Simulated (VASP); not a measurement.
# Mo (Im-3m) in VASP: a series of runs, part 2 of 2

VASP 6.6.1. Earlier steps stand in the parts before.

**4. Single point, LDA, non-collinear spin, typed start (12.71 Å³/atom)**

This run uses another cell than the first one, of 12.71 Å³/atom.

Input file INCAR:

```
PREC = Accurate
ENCUT = 520
EDIFF = 1E-7
ISMEAR = 1
SIGMA = 0.05
LREAL = False
LASPH = True
NELM = 150
ALGO = Fast
ISIF = 2
LWAVE = False
LCHARG = True
LNONCOLLINEAR = True
MAGMOM = 0.707 0.707 0
LORBIT = 11
LMAXMIX = 4
GGA = CA
LVHAR = True
NBANDS = 25
```

Input file KPOINTS:

```
Automatic mesh
0
Gamma
  12 12 12
```

Input file POSCAR:

```
Mo
1.0
   -1.4702780077      1.4702780077      1.4702780077
    1.4702780077     -1.4702780077      1.4702780077
    1.4702780077      1.4702780077     -1.4702780077
Mo
1
Direct
    0.0000000000      0.0000000000      0.0000000000
```

Potentials or basis: VASP PAW LDA potentials, release 64 (Mo_sv).

Launch:

```bash
cat potpaw_LDA.64/Mo_sv/POTCAR > POTCAR
mpirun -np 1 vasp_ncl > vasp.out
```

OUTCAR:

```text
PREC = Accurate
   ENCUT = 520
   EDIFF = 1E-7
   ISMEAR = 1
   LREAL = False
   LASPH = True
   NELM = 150
   ISIF = 2
   LNONCOLLINEAR = True
   LORBIT = 11
   GGA = CA

 ion  position               nearest neighbor table
   1  0.000  0.000  0.000-

  LATTYP: Found a body centered cubic cell.
 ALAT       =     2.9405560154

  Lattice vectors:

 A1 = (  -1.4702780077,   1.4702780077,   1.4702780077)
 A2 = (   1.4702780077,  -1.4702780077,   1.4702780077)
 A3 = (   1.4702780077,   1.4702780077,  -1.4702780077)

Analysis of symmetry for initial positions (statically):
=====================================================================
 Subroutine PRICEL returns:
 Original cell was already a primitive cell.

 Routine SETGRP: Setting up the symmetry group for a
 body centered cubic supercell.

 Subroutine GETGRP returns: Found 48 space group operations
 (whereof 48 operations were pure point group operations)
[... 191 lines left out ...]
      1     -45.0160      1.00000
      2     -45.0160      1.00000
      3     -17.7665      1.00000
      4     -17.7665      1.00000
      5     -17.7665      1.00000
      6     -17.7665      1.00000
[... 661 lines left out ...]
     24      31.3719      0.00000
     25      36.1495      0.00000

 [... further k-points ...]

------------------------ aborting loop because EDIFF is reached ----------------------------------------

  FORCE on cell =-STRESS in cart. coord.  units (eV):
  Direction    XX          YY          ZZ          XY          YZ          ZX
  --------------------------------------------------------------------------------------
  -------------------------------------------------------------------------------------
  Total        5.7664844      5.7664844      5.7664861      0.0000002      0.0000002     -0.0000001
  in kB      726.7136675    726.7136675    726.7138831      0.0000190      0.0000217     -0.0000178
  external PRESSURE =     726.7137394 kB  Pullay stress =       0.0000000 kB

 VOLUME and BASIS-vectors are now :
 -----------------------------------------------------------------------------
  energy-cutoff  :      520.00
  volume of cell :       12.71
      direct lattice vectors                 reciprocal lattice vectors
    -1.470278008  1.470278008  1.470278008     0.000000000  0.340071740  0.340071740
     1.470278008 -1.470278008  1.470278008     0.340071740  0.000000000  0.340071740
     1.470278008  1.470278008 -1.470278008     0.340071740  0.340071740  0.000000000

 POSITION                                       TOTAL-FORCE (eV/Angst)
 -----------------------------------------------------------------------------------
      0.00000      0.00000      0.00000        -0.000000      0.000000     -0.000000
 -----------------------------------------------------------------------------------
    total drift:                                0.000000     -0.000000      0.000000

  FREE ENERGIE OF THE ION-ELECTRON SYSTEM (eV)
  ---------------------------------------------------
  free  energy   TOTEN  =       -11.6704063912 eV

  energy  without entropy=      -11.6704427013  energy(sigma->0) =      -11.67041849

 total charge

# of ion       s       p       d       tot
------------------------------------------
    1        2.469   6.288   4.339  13.097

 magnetization (x)

# of ion       s       p       d       tot
------------------------------------------
    1        0.000   0.000  -0.000  -0.000

 magnetization (y)

# of ion       s       p       d       tot
------------------------------------------
    1        0.000   0.000  -0.000  -0.000

 magnetization (z)

# of ion       s       p       d       tot
------------------------------------------
    1       -0.000   0.000   0.000  -0.000
```

OSZICAR:

```text
N       E                     dE             d eps       ncg     rms          rms(c)
DAV:   1     0.143340379880E+03    0.14334E+03   -0.79082E+03 23824   0.120E+03
DAV:   2    -0.919794645238E+01   -0.15254E+03   -0.14709E+03 25622   0.402E+02
DAV:   3    -0.120785556645E+02   -0.28806E+01   -0.28598E+01 27160   0.596E+01
DAV:   4    -0.120889832072E+02   -0.10428E-01   -0.10426E-01 26760   0.384E+00
DAV:   5    -0.120890610848E+02   -0.77878E-04   -0.77875E-04 27981   0.297E-01    0.255E+01
RMM:   6    -0.117527265735E+02    0.33633E+00   -0.50438E-01 24138   0.717E+00    0.954E+00
RMM:   7    -0.116651214758E+02    0.87605E-01   -0.16114E-01 25534   0.397E+00    0.339E+00
RMM:   8    -0.116727569257E+02   -0.76354E-02   -0.82298E-03 27138   0.107E+00    0.675E-01
RMM:   9    -0.116709415905E+02    0.18153E-02   -0.82532E-04 27687   0.356E-01    0.306E-01
RMM:  10    -0.116703878885E+02    0.55370E-03   -0.65316E-04 27218   0.315E-01    0.589E-02
RMM:  11    -0.116704045154E+02   -0.16627E-04   -0.48576E-05 27785   0.891E-02    0.413E-02
RMM:  12    -0.116704052868E+02   -0.77140E-06   -0.53877E-06 28181   0.299E-02    0.213E-02
RMM:  13    -0.116704063531E+02   -0.10663E-05   -0.25875E-06 27685   0.197E-02    0.430E-03
RMM:  14    -0.116704063912E+02   -0.38116E-07   -0.32144E-07 24575   0.671E-03
   1 F= -.11670406E+02 E0= -.11670418E+02  d E =0.363100E-04  mag=    -0.0000    -0.0000     0.0000
```

stdout:

```text
POSCAR found type information on POSCAR Mo
 POSCAR found :  1 types and       1 ions
 scaLAPACK will be used
 LDA part: xc-table for (Slater(with rela. corr.)+CA(PZ))
 , standard interpolation
 POSCAR, INCAR and KPOINTS ok, starting setup
 FFT: planning ... GRIDC
 FFT: planning ... GRID_SOFT
 FFT: planning ... GRID
 WAVECAR not read
 entering main loop
```

Run time: 5.5 min. Hardware: 1 thread of Intel Xeon Platinum 8488C (Sapphire Rapids), shared host; peak memory 0.31 GiB.

Results:

| Item | Value |
| --- | --- |
| Free energy | -11.6704 eV |
| Pressure | 72.7 GPa |
| Band gap on the k mesh | zero (bands 14 and 15 overlap by 7.17 eV) |
| Net moment | 0.00 μB per cell |
| Valence electrons inside the program's atomic spheres | Mo 13.10 |

Moments on the atoms (μB; x, y, z):
```
Mo  0.00 0.00 0.00
```

Caveat: the cell stands under pressure.

**5. Single point, PBEsol-based screened hybrid with 25 % exact exchange**

This run uses another cell than the first one, of 15.08 Å³/atom.

Input file POSCAR:

```
Mo
1.0
   -1.5564394943      1.5564394943      1.5564394943
    1.5564394943     -1.5564394943      1.5564394943
    1.5564394943      1.5564394943     -1.5564394943
Mo
1
Direct
    0.0000000000      0.0000000000      0.0000000000
```

Input file INCAR.step1:

```
SYSTEM = Mo
  PREC = Accurate
  ENCUT = 520
  EDIFF = 1E-5
  ISMEAR = -1
  SIGMA = 0.05
  LREAL = .False.
  LASPH = .True.
  NELM = 60
  ALGO = Normal
  ISIF = 2
  LWAVE = .True.
  LCHARG = .False.
  NBANDS = 13
  GGA = PE
```

Input file INCAR.step2:

```
SYSTEM = Mo
  PREC = Accurate
  ENCUT = 520
  EDIFF = 1E-6
  ISMEAR = -1
  SIGMA = 0.05
  LREAL = .False.
  LASPH = .True.
  NELM = 60
  ALGO = Normal
  ISIF = 2
  LWAVE = .False.
  LCHARG = .False.
  GGA = PS
  LHFCALC = .True.
  AEXX = 0.25
  HFSCREEN = 0.207
  PRECFOCK = Normal
  NBANDS = 13
  ISTART = 1
```

Input file KPOINTS:

```
regular mesh
0
Gamma
  6 6 6
  0 0 0
```

Potentials or basis: VASP PAW PBE potentials, release 64 (Mo_sv).

Launch:

```bash
cat potpaw_PBE.64/Mo_sv/POTCAR > POTCAR
cp INCAR.step1 INCAR
mpirun -np 1 vasp_std > vasp.out
cp INCAR.step2 INCAR
mpirun -np 1 vasp_std > vasp.out
```

It took 10 min on 1 thread of Intel Xeon Platinum 8375C at 2.90GHz (Ice Lake), shared host; peak memory 0.23 GiB.

The run converged. Its results:

- Free energy: -13.5489 eV
- Pressure: 1.0 GPa
- Band gap on the k mesh: zero (bands 7 and 8 overlap by 6.70 eV)

Levels at points of the mesh, in eV from the Fermi level:
```csv
k point,band 3,band 4,band 5,band 6,band 7,band 8,band 9,band 10,band 11,band 12
"(0.00, 0.00, 0.00)",-37.05,-37.05,-8.51,-1.79,-1.79,-1.79,2.50,2.50,15.81,15.81
"(0.50, 0.00, 0.00)",-37.60,-37.05,-6.41,-4.22,1.61,2.49,3.20,5.74,12.85,13.32
"(0.50, 0.50, 0.50)",-38.24,-38.24,-6.46,-6.46,4.90,4.90,4.90,10.10,10.10,10.10
```

Caveat: the k points lie up to 0.48 Å⁻¹ apart, too coarse for converged energies and pressures of a metal; the PAW data sets were made with another functional, which shifts forces and pressure a little.

**6. Summary**

```csv
level,potentials or basis,spin,cell,k mesh,smearing,grid for exact exchange (PRECFOCK),share of exact exchange,screening parameter,gap on the mesh (eV),pressure (GPa),moment (μB)
RPBE+D3(BJ),"VASP PAW PBE potentials, release 64 (Mo_sv)","non-collinear, zero start, SOC","a = 2.743 Å, angles 109.5°, 1 atom",12 × 12 × 12,fermi-dirac 0.05 eV,-,-,-,-,-43.4,0.00
PBEsol,"VASP PAW PBE potentials, release 64 (Mo_sv)","non-collinear, zero start, SOC","a = 2.743 Å, angles 109.5°, 1 atom",12 × 12 × 12,tetrahedron,-,-,-,-,-8.4,0.00
LDA,"VASP PAW LDA potentials, release 64 (Mo_sv)","non-collinear, typed start","a = 2.547 Å, angles 109.5°, 1 atom",12 × 12 × 12,methfessel-paxton 0.05 eV,-,-,-,none,72.7,0.00
PBEsol-based screened hybrid with 25 % exact exchange,"VASP PAW PBE potentials, release 64 (Mo_sv)",off,"a = 2.696 Å, angles 109.5°, 1 atom",6 × 6 × 6,fermi-dirac 0.05 eV,Normal,0.25,0.207 1/Å,none,1.0,-
```

Alike in all rows: task single point; cutoff (eV) 520.

Caveats: some runs use coarse meshes; the PAW data sets were made with another functional, which shifts forces and pressure a little (at least some runs); the cell stands under tension (at least some runs); the dispersion term is far too large for a dense solid, which distorts pressure and volume (at least some runs); the cell stands under pressure (at least some runs).

Total energies depend on the potentials used, so only differences within one code and one set of settings carry meaning.
